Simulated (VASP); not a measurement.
# ZnS (F-43m) in VASP: settings compared

The runs below take ZnS through single point, with HSE06, r2SCAN+rVV10.

All numbers are computed with VASP 6.6.1; they aren't measurements. Logs are shortened: lines on timing, memory, paths and dates and some standing lists are left out, and cuts for length are marked.

## 1. The cell of the first run

Symmetry: F-43m, No. 216, cubic system. The conventional cell has a = 5.510 Å, b = 5.510 Å, c = 5.510 Å, α = 90.00°, β = 90.00°, γ = 90.00°. Zn (site symmetry -43m) has 4 S at 2.39 Å within 3.2 Å. S (site symmetry -43m) has 4 Zn at 2.39 Å within 3.2 Å.

## 2. Single point, HSE06

POSCAR

```
ZnS
1.0
    0.0000000000      2.7549938462      2.7549938462
    2.7549938462      0.0000000000      2.7549938462
    2.7549938462      2.7549938462      0.0000000000
Zn S
1 1
Direct
    0.7500000000      0.7500000000      0.7500000000
    0.0000000000      0.0000000000      0.0000000000
```

INCAR.step1

```
SYSTEM = ZnS
PREC = Accurate
ENCUT = 520
EDIFF = 1E-5
ISMEAR = -1
SIGMA = 0.05
LREAL = .FALSE.
LASPH = .TRUE.
NELM = 80
ALGO = Normal
ISIF = 2
LWAVE = .TRUE.
LCHARG = .FALSE.
NBANDS = 16
GGA = PE
```

INCAR.step2

```
SYSTEM = ZnS
PREC = Accurate
ENCUT = 520
EDIFF = 1E-6
ISMEAR = -1
SIGMA = 0.05
LREAL = .FALSE.
LASPH = .TRUE.
NELM = 80
ALGO = Normal
ISIF = 2
LWAVE = .FALSE.
LCHARG = .FALSE.
GGA = PE
LHFCALC = .TRUE.
HFSCREEN = 0.2079
PRECFOCK = Normal
NBANDS = 16
ISTART = 1
```

KPOINTS

```
regular mesh
0
G
  5 5 5
  0 0 0
```

Potentials or basis: VASP PAW PBE potentials, release 64 (Zn, S).

The run is started by

```
$ cat potpaw_PBE.64/Zn/POTCAR potpaw_PBE.64/S/POTCAR > POTCAR
$ cp INCAR.step1 INCAR
$ mpirun -np 1 vasp_std > vasp.out
$ cp INCAR.step2 INCAR
$ mpirun -np 1 vasp_std > vasp.out
```

OUTCAR:

```text
SYSTEM = ZnS
   PREC = Accurate
   ENCUT = 520
   EDIFF = 1E-6
   ISMEAR = -1
   LREAL = .FALSE.
   LASPH = .TRUE.
   NELM = 80
   ISIF = 2
   GGA = PE
   LHFCALC = .TRUE.
   HFSCREEN = 0.2079
   PRECFOCK = Normal
   ISTART = 1

 ion  position               nearest neighbor table
   1  0.750  0.750  0.750-   2 2.39   2 2.39   2 2.39   2 2.39
   2  0.000  0.000  0.000-   1 2.39   1 2.39   1 2.39   1 2.39

  LATTYP: Found a face centered cubic cell.
 ALAT       =     5.5099876924

  Lattice vectors:

 A1 = (   0.0000000000,   2.7549938462,   2.7549938462)
 A2 = (   2.7549938462,   0.0000000000,   2.7549938462)
 A3 = (   2.7549938462,   2.7549938462,   0.0000000000)

Analysis of symmetry for initial positions (statically):
=====================================================================
 Subroutine PRICEL returns:
 Original cell was already a primitive cell.

 Routine SETGRP: Setting up the symmetry group for a
 face centered cubic supercell.

 Subroutine GETGRP returns: Found 24 space group operations
 (whereof 24 operations were pure point group operations)
 out of a pool of 48 trial point group operations.

The static configuration has the point symmetry T_d .

Analysis of symmetry for dynamics (positions and initial velocities):
=====================================================================
 Subroutine PRICEL returns:
 Original cell was already a primitive cell.

 Routine SETGRP: Setting up the symmetry group for a
 face centered cubic supercell.

 Subroutine GETGRP returns: Found 24 space group operations
 (whereof 24 operations were pure point group operations)
 out of a pool of 48 trial point group operations.

The dynamic configuration has the point symmetry T_d .

 Subroutine INISYM returns: Found 24 space group operations
 (whereof 24 operations are pure point group operations),
 and found     1 'primitive' translations

----------------------------------------------------------------------------------------

                                     Primitive cell

  volume of cell :      41.8208

  direct lattice vectors                    reciprocal lattice vectors
     0.000000000  2.754993846  2.754993846    -0.181488609  0.181488609  0.181488609
     2.754993846  0.000000000  2.754993846     0.181488609 -0.181488609  0.181488609
     2.754993846  2.754993846  0.000000000     0.181488609  0.181488609 -0.181488609

  length of vectors
     3.896149662  3.896149662  3.896149662     0.314347491  0.314347491  0.314347491

  position of ions in fractional coordinates (direct lattice)
     0.750000000  0.750000000  0.750000000
     0.000000000  0.000000000  0.000000000

  ion indices of the primitive-cell ions
   primitive index   ion index
                 1           1
                 2           2

----------------------------------------------------------------------------------------

 KPOINTS: regular mesh

Automatic generation of k-mesh.
 Grid dimensions read from file:
 generate k-points for:    5    5    5

 Generating k-lattice:

  Cartesian coordinates                     Fractional coordinates (reciprocal lattice)
    -0.036297722  0.036297722  0.036297722     0.200000000  0.000000000  0.000000000
     0.036297722 -0.036297722  0.036297722     0.000000000  0.200000000  0.000000000
     0.036297722  0.036297722 -0.036297722     0.000000000  0.000000000  0.200000000

  Length of vectors
     0.062869498  0.062869498  0.062869498

  Shift w.r.t. Gamma in fractional coordinates (k-lattice)
     0.000000000  0.000000000  0.000000000

 Subroutine IBZKPT returns following result:
 ===========================================

 Found     10 irreducible k-points:

 Following reciprocal coordinates:
            Coordinates               Weight
  0.000000  0.000000  0.000000      1.000000
  0.200000  0.000000  0.000000      8.000000
  0.400000  0.000000  0.000000      8.000000
  0.200000  0.200000  0.000000      6.000000
  0.400000  0.200000  0.000000     24.000000
 -0.400000  0.200000  0.000000     24.000000
 -0.200000  0.200000  0.000000     12.000000
  0.400000  0.400000  0.000000      6.000000
 -0.400000  0.400000  0.000000     12.000000
 -0.400000  0.400000  0.200000     24.000000
   k-points           NKPTS =     10   k-points in BZ     NKDIM =    125   number of bands    NBANDS=     16
   number of dos      NEDOS =    301   number of ions     NIONS =      2
   total plane-waves  NPLWV =  27000
   dimension x,y,z NGX =    30 NGY =   30 NGZ =   30
   dimension x,y,z NGXF=    60 NGYF=   60 NGZF=   60
   ions per type =               1   1
   NGX,Y,Z   is equivalent  to a cutoff of  12.80, 12.80, 12.80 a.u.
   NGXF,Y,Z  is equivalent  to a cutoff of  25.60, 25.60, 25.60 a.u.
 SYSTEM =  ZnS
   PREC   = accura    normal or accurate (medium, high low for compatibility)
   ISTART =      1    job   : 0-new  1-cont  2-samecut
   ICHARG =      0    charge: 1-file 2-atom 10-const
   ISPIN  =      1    spin polarized calculation?
   LNONCOLLINEAR =      F non collinear calculations
   LSORBIT =      F    spin-orbit coupling
   LASPH  =      T    aspherical Exc in radial PAW
   ENCUT  =  520.0 eV  38.22 Ry    6.18 a.u.   7.24  7.24  7.24*2*pi/ulx,y,z
   NELM   =     80;   NELMIN=  2; NELMDL=  0     # of ELM steps
   EDIFF  = 0.1E-05   stopping-criterion for ELM
   LREAL  =      F    real-space projection
   EDIFFG = 0.1E-04   stopping-criterion for IOM
   NSW    =      0    number of steps for IOM
   IBRION =     -1    ionic relax: 0-MD 1-quasi-New 2-CG
   NFREE  =      0    steps in history (QN), initial steepest desc. (CG)
   ISIF   =      2    stress and relaxation
   ISYM   =      3    0-nonsym 1-usesym 2-fastsym
   POTIM  = 0.5000    time-step for ionic-motion
   TEBEG  =    0.0;   TEEND  =   0.0 temperature during run
   PSTRESS=    0.0 pullay stress
   NELECT =      18.0000    total number of electrons
   NUPDOWN=      -1.0000    fix difference up-down
   EMIN   =  10.00;   EMAX   =-10.00  energy-range for DOS
   EFERMI =   0.00;   METHOD = LEGACY
   ISMEAR =    -1;   SIGMA  =   0.05  broadening in eV -4-tet -1-fermi 0-gaus
   EFERMI_NEDOS =   21; number of points for ismear=-14 and -15
   IALGO  =     38    algorithm
   IMIX   =      1    mixing-type and parameters
     AMIX     =   0.40;   BMIX     =  1.00
     AMIX_MAG =   1.60;   BMIX_MAG =  1.00
  volume/ion in A,a.u.               =      20.91       141.11
  Fermi-wavevector in a.u.,A,eV,Ry     =   1.236047  2.335790 20.787151  1.527813
  Thomas-Fermi vector in A             =   2.370672
   LORBIT       =      0    0 simple, 1 ext, 2 COOP (PROOUT), +10 PAW based schemes
   GGA     = PE    functional components
   LHFCALC =     T    Hartree Fock is set to
   PRECFOCK=normal    Normal, Fast or Accurate (Low or Medium for compatibility)
   ENCUT4O =  -1.0   cutoff for four orbital integrals eV
   NKREDX  =     1    reduce k-point grid by
   NKREDY  =     1    reduce k-point grid by
   NKREDZ  =     1    reduce k-point grid by
   AEXX    =    0.2500 exact exchange contribution
   HFSCREEN=    0.2079 screening length (either q_TF or 0.3 A-1)
   HFSCREENC=   0.2079 screening length for correlation (either q_TF or 0.3 A-1)
   ENCUTFOCK=  -1.0 apply spherical cutoff to Coloumb kernel
   IVDW    =     0    specifies the selected vdW correction
   LEPSILON=     F    determine dielectric tensor
   LRPA    =     F    only Hartree local field effects (RPA)
 non-spin polarized calculation
  energy-cutoff  :      520.00
  volume of cell :       41.82
 maximum number of plane-waves:      1139
 NGX is ok and might be reduce to    30
  NGX = 24; NGY = 24; NGZ = 24

 number of electron      17.9999993 magnetization

 Free energy of the ion-electron system (eV)
  ---------------------------------------------------
  ext. energy  EPLUGINS =         0.00000000
  ---------------------------------------------------
  free energy    TOTEN  =        -8.34934697 eV

  energy without entropy =       -8.34934697  energy(sigma->0) =       -8.34934697

 E-fermi :   1.9354     XC(G=0):  -7.7579

 val. band max:        0.8743588744   @ k =   0.0000   0.0000   0.0000
 cond. band min:       3.9266072496   @ k =   0.0000   0.0000   0.0000
 fundamental gap:      3.0522483752
 Fermi energy:         1.9353573620

 k-point     1 :       0.0000    0.0000    0.0000
  band No.  band energies     occupation
      1     -13.0402      2.00000
      2      -6.7996      2.00000
      3      -6.7996      2.00000
      4      -6.7996      2.00000
      5      -6.4172      2.00000
      6      -6.4172      2.00000
[... 8 lines left out ...]
     15      13.9650      0.00000
     16      13.9650      0.00000

 k-point     2 :       0.2000    0.0000    0.0000
  band No.  band energies     occupation
      1     -12.7654      2.00000
      2      -6.7609      2.00000
      3      -6.7609      2.00000
      4      -6.7329      2.00000
      5      -6.4182      2.00000
      6      -6.4182      2.00000
[... 8 lines left out ...]
     15      13.0499      0.00000
     16      14.5154      0.00000

 k-point     3 :       0.4000    0.0000    0.0000
  band No.  band energies     occupation
      1     -12.2578      2.00000
      2      -6.7120      2.00000
      3      -6.7120      2.00000
      4      -6.4020      2.00000
      5      -6.4020      2.00000
      6      -6.3736      2.00000
[... 8 lines left out ...]
     15      14.6179      0.00000
     16      14.6179      0.00000

 k-point     4 :       0.2000    0.2000    0.0000
  band No.  band energies     occupation
      1     -12.6739      2.00000
      2      -6.7684      2.00000
      3      -6.7203      2.00000
      4      -6.7203      2.00000
      5      -6.4408      2.00000
      6      -6.3977      2.00000
[... 8 lines left out ...]
     15      14.5011      0.00000
     16      16.7488      0.00000
[... 58 lines left out ...]
 k-point     8 :       0.4000    0.4000    0.0000
  band No.  band energies     occupation
      1     -11.9989      2.00000
      2      -6.6796      2.00000
      3      -6.5667      2.00000
      4      -6.5667      2.00000
      5      -6.3660      2.00000
      6      -6.2904      2.00000
[... 8 lines left out ...]
     15      15.7520      0.00000
     16      18.0507      0.00000

 k-point     9 :      -0.4000    0.4000    0.0000
  band No.  band energies     occupation
      1     -11.8796      2.00000
      2      -6.6646      2.00000
      3      -6.5644      2.00000
      4      -6.5146      2.00000
      5      -6.3816      2.00000
      6      -6.0901      2.00000
[... 8 lines left out ...]
     15      15.1716      0.00000
     16      17.5294      0.00000

 k-point    10 :      -0.4000    0.4000    0.2000
  band No.  band energies     occupation
      1     -11.9478      2.00000
      2      -6.6503      2.00000
      3      -6.6207      2.00000
      4      -6.4821      2.00000
      5      -6.4028      2.00000
      6      -6.1340      2.00000
[... 8 lines left out ...]
     15      15.4714      0.00000
     16      17.7104      0.00000

------------------------ aborting loop because EDIFF is reached ----------------------------------------

  FORCE on cell =-STRESS in cart. coord.  units (eV):
  Direction    XX          YY          ZZ          XY          YZ          ZX
  --------------------------------------------------------------------------------------
  -------------------------------------------------------------------------------------
  Total       -0.8149678     -0.8149678     -0.8149678      0.0000000     -0.0000000      0.0000000
  in kB      -31.2218865    -31.2218865    -31.2218865      0.0000000     -0.0000000      0.0000000
  external PRESSURE =     -31.2218865 kB  Pullay stress =       0.0000000 kB

 VOLUME and BASIS-vectors are now :
 -----------------------------------------------------------------------------
  energy-cutoff  :      520.00
  volume of cell :       41.82
      direct lattice vectors                 reciprocal lattice vectors
     0.000000000  2.754993846  2.754993846    -0.181488609  0.181488609  0.181488609
     2.754993846  0.000000000  2.754993846     0.181488609 -0.181488609  0.181488609
     2.754993846  2.754993846  0.000000000     0.181488609  0.181488609 -0.181488609

 POSITION                                       TOTAL-FORCE (eV/Angst)
 -----------------------------------------------------------------------------------
      4.13249      4.13249      4.13249        -0.000000      0.000000      0.000000
      0.00000      0.00000      0.00000         0.000000     -0.000000     -0.000000
 -----------------------------------------------------------------------------------
    total drift:                                0.000168      0.000106      0.000084

  FREE ENERGIE OF THE ION-ELECTRON SYSTEM (eV)
  ---------------------------------------------------
  free  energy   TOTEN  =        -8.3493469684 eV

  energy  without entropy=       -8.3493469684  energy(sigma->0) =       -8.34934697
```

Run time: 15 min. Hardware: 1 thread of Intel Xeon Platinum 8488C (Sapphire Rapids), shared host; peak memory 0.27 GiB.

What came out:

- Free energy: -8.3493 eV
- Pressure: -3.1 GPa
- Band gap on the k mesh: 3.05 eV, direct

Levels at points of the mesh, in eV from the valence-band top:
| k point | band 5 | band 6 | band 7 | band 8 | band 9 | band 10 | band 11 | band 12 | band 13 | band 14 |
| --- | --- | --- | --- | --- | --- | --- | --- | --- | --- | --- |
| (0.00, 0.00, 0.00) | -7.29 | -7.29 | 0.00 | 0.00 | 0.00 | 3.05 | 7.70 | 7.70 | 7.70 | 13.02 |

Caveat: the PAW data sets were made with another functional, which shifts forces and pressure a little.

## 3. Single point, r2SCAN+rVV10 (volume scaled by 1.04)

POSCAR

```
ZnS
1.0
    0.0000000000      2.7375567091      2.7375567091
    2.7375567091      0.0000000000      2.7375567091
    2.7375567091      2.7375567091      0.0000000000
Zn S
1 1
Direct
    0.7500000000      0.7500000000      0.7500000000
    0.0000000000      0.0000000000      0.0000000000
```

INCAR.step1

```
PREC = Accurate
ENCUT = 520
ISMEAR = 0
SIGMA = 0.01
LREAL = F
LASPH = T
NELM = 100
NBANDS = 16
GGA = PE
ALGO = Normal
EDIFF = 1E-4
LWAVE = T
LCHARG = F
```

INCAR.step2

```
PREC = Accurate
ENCUT = 520
EDIFF = 1E-6
ISMEAR = 0
SIGMA = 0.01
LREAL = F
LASPH = T
NELM = 100
ALGO = Normal
ISIF = 2
LWAVE = F
LCHARG = F
METAGGA = R2SCAN
LMIXTAU = T
LUSE_VDW = T
IVDW_NL = 2
BPARAM = 11.95
CPARAM = 0.0093
NBANDS = 16
ISTART = 1
```

KPOINTS

```
regular mesh
0
Gamma
  9 9 9
```

Potentials or basis: VASP PAW PBE potentials, release 64 (Zn, S).

The run is started by

```
$ cat potpaw_PBE.64/Zn/POTCAR potpaw_PBE.64/S/POTCAR > POTCAR
$ cp INCAR.step1 INCAR
$ mpirun -np 1 vasp_std > vasp.out
$ cp INCAR.step2 INCAR
$ mpirun -np 1 vasp_std > vasp.out
```

OUTCAR:

```text
PREC = Accurate
   ENCUT = 520
   EDIFF = 1E-6
   ISMEAR = 0
   LREAL = F
   LASPH = T
   NELM = 100
   ISIF = 2
   METAGGA = R2SCAN
   IVDW_NL = 2
   BPARAM = 11.95
   ISTART = 1

 ion  position               nearest neighbor table
   1  0.750  0.750  0.750-   2 2.37   2 2.37   2 2.37   2 2.37
   2  0.000  0.000  0.000-   1 2.37   1 2.37   1 2.37   1 2.37

  LATTYP: Found a face centered cubic cell.
 ALAT       =     5.4751134182

  Lattice vectors:

 A1 = (   0.0000000000,   2.7375567091,   2.7375567091)
 A2 = (   2.7375567091,   0.0000000000,   2.7375567091)
 A3 = (   2.7375567091,   2.7375567091,   0.0000000000)

Analysis of symmetry for initial positions (statically):
=====================================================================
 Subroutine PRICEL returns:
 Original cell was already a primitive cell.

 Routine SETGRP: Setting up the symmetry group for a
 face centered cubic supercell.

[... 157 lines left out ...]
   NGX = 15   NGY = 15   NGZ = 15

 number of electron      18.0000000 magnetization

 Free energy of the ion-electron system (eV)
  ---------------------------------------------------
  ext. energy  EPLUGINS =         0.00000000
  ---------------------------------------------------
  free energy    TOTEN  =       -18.32848801 eV

  energy without entropy =      -18.32848801  energy(sigma->0) =      -18.32848801

 E-fermi :   1.5484     XC(G=0): -10.1523

 val. band max:        1.4629332356   @ k =   0.0000   0.0000   0.0000
 cond. band min:       3.9056641692   @ k =   0.0000   0.0000   0.0000
 fundamental gap:      2.4427309336
 Fermi energy:         1.5483842540

 k-point     1 :       0.0000    0.0000    0.0000
  band No.  band energies     occupation
      1     -11.9463      2.00000
      2      -4.8808      2.00000
      3      -4.8808      2.00000
      4      -4.8808      2.00000
      5      -4.3833      2.00000
      6      -4.3833      2.00000
[... 433 lines left out ...]
      3      -4.5639      2.00000
      4      -4.5639      2.00000
      5      -4.3155      2.00000
      6      -4.2378      2.00000
[... 8 lines left out ...]
     15      15.6536      0.00000
     16      17.0212      0.00000

 [... further k-points ...]
[... 5 lines left out ...]
  --------------------------------------------------------------------------------------
  -------------------------------------------------------------------------------------
  Total       -1.0603488     -1.0603488     -1.0603488      0.0000000      0.0000000      0.0000000
  in kB      -41.4037763    -41.4037763    -41.4037763      0.0000000      0.0000000      0.0000000
  external PRESSURE =     -41.4037763 kB  Pullay stress =       0.0000000 kB

 VOLUME and BASIS-vectors are now :
 -----------------------------------------------------------------------------
  energy-cutoff  :      520.00
  volume of cell :       41.03
      direct lattice vectors                 reciprocal lattice vectors
     0.000000000  2.737556709  2.737556709    -0.182644618  0.182644618  0.182644618
     2.737556709  0.000000000  2.737556709     0.182644618 -0.182644618  0.182644618
     2.737556709  2.737556709  0.000000000     0.182644618  0.182644618 -0.182644618

 POSITION                                       TOTAL-FORCE (eV/Angst)
 -----------------------------------------------------------------------------------
      4.10634      4.10634      4.10634        -0.000000     -0.000000     -0.000000
      0.00000      0.00000      0.00000         0.000000      0.000000      0.000000
 -----------------------------------------------------------------------------------
    total drift:                                0.000016      0.000016      0.000016

  FREE ENERGIE OF THE ION-ELECTRON SYSTEM (eV)
  ---------------------------------------------------
  free  energy   TOTEN  =       -18.3284880098 eV

  energy  without entropy=      -18.3284880098  energy(sigma->0) =      -18.32848801
```

OSZICAR.step1:

```text
N       E                     dE             d eps       ncg     rms          rms(c)
DAV:   1     0.824183351258E+02    0.82418E+02   -0.85120E+03  1120   0.131E+03
DAV:   2    -0.185875808466E+01   -0.84277E+02   -0.78739E+02  1296   0.258E+02
DAV:   3    -0.722499292580E+01   -0.53662E+01   -0.53452E+01  1416   0.608E+01
DAV:   4    -0.727767731306E+01   -0.52684E-01   -0.52674E-01  1360   0.636E+00
DAV:   5    -0.727822621882E+01   -0.54891E-03   -0.54890E-03  1424   0.611E-01    0.639E+00
DAV:   6    -0.686970830159E+01    0.40852E+00   -0.73613E-01  1672   0.294E+01    0.503E+00
DAV:   7    -0.685094836210E+01    0.18760E-01   -0.23986E-01  1384   0.432E+00    0.260E+00
DAV:   8    -0.685022900488E+01    0.71936E-03   -0.48373E-03  1400   0.735E-01    0.675E-01
DAV:   9    -0.685051910199E+01   -0.29010E-03   -0.11469E-03  1416   0.273E-01    0.104E-01
DAV:  10    -0.685069393514E+01   -0.17483E-03   -0.21119E-04  1368   0.151E-01    0.626E-02
DAV:  11    -0.685068773210E+01    0.62030E-05   -0.35987E-05   752   0.101E-01
   1 F= -.68506877E+01 E0= -.68506877E+01  d E =-.119229E-66
```

Run time: 65 s. Hardware: 1 thread of Intel Xeon 6975P-C (Granite Rapids), shared host; peak memory 0.29 GiB.

Results:

```yaml
Free_energy: -18.3285 eV
Pressure: -4.1 GPa
Band_gap_on_the_k_mesh: 2.44 eV, direct
```

Caveat: the PAW data sets were made with another functional, which shifts forces and pressure a little.
